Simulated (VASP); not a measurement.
Write the native input for VASP 6.6.1 that does the following.

```yaml
Task: single point
Functional: PBE
Potentials_or_basis: VASP PAW PBE potentials, release 64 (Sb)
Cutoff: 520 eV
k_mesh: 13 × 13 × 7
Occupations: fermi-dirac, width 0.05 eV
Spin: no spin polarisation
Dipole_correction: no
Further_INCAR_settings: ALGO = Normal; EDIFF = 1e-06; NBANDS = 12
```

The structure of Sb lies in POSCAR:

```
Sb
1.0
    3.1452863763      0.0000000000      0.0000000000
   -1.5726431882      2.7238979041      0.0000000000
    0.0000000000      0.0000000000      4.8667358886
Sb
2
Direct
    0.3333333333      0.6666666667      0.2500000000
    0.6666666667      0.3333333333      0.7500000000
```

One way to write it, as run:

INCAR

```
SYSTEM = Sb
  PREC = Accurate
  ENCUT = 520
  EDIFF = 1E-6
  ISMEAR = -1
  SIGMA = 0.05
  LREAL = .FALSE.
  LASPH = .TRUE.
  NELM = 100
  ALGO = Normal
  ISIF = 2
  LWAVE = .FALSE.
  LCHARG = .TRUE.
  GGA = PE
  LELF = .TRUE.
  LVHAR = .TRUE.
  NBANDS = 12
```

KPOINTS

```
Automatic mesh
0
G
  13 13 7
  0 0 0
```

Potentials or basis: VASP PAW PBE potentials, release 64 (Sb).

The run is started by

```sh
$ cat potpaw_PBE.64/Sb/POTCAR > POTCAR
$ mpirun -np 1 vasp_std > vasp.out
```

It gave:

```json
{
  "Pressure": "30.4 GPa",
  "Band gap on the k mesh": "zero (band 5 reaches 17.36 eV, above the bottom of band 6 at 8.65 eV)"
}
```

Caveat: spin-orbit coupling is left out, which moves the levels of the heavy elements.

Run time: 16 s on 1 thread of Intel(R) Xeon(R) Platinum 8259CL CPU @ 2.50GHz (Skylake/Cascade Lake), on a shared host, peak memory 0.17 GiB.
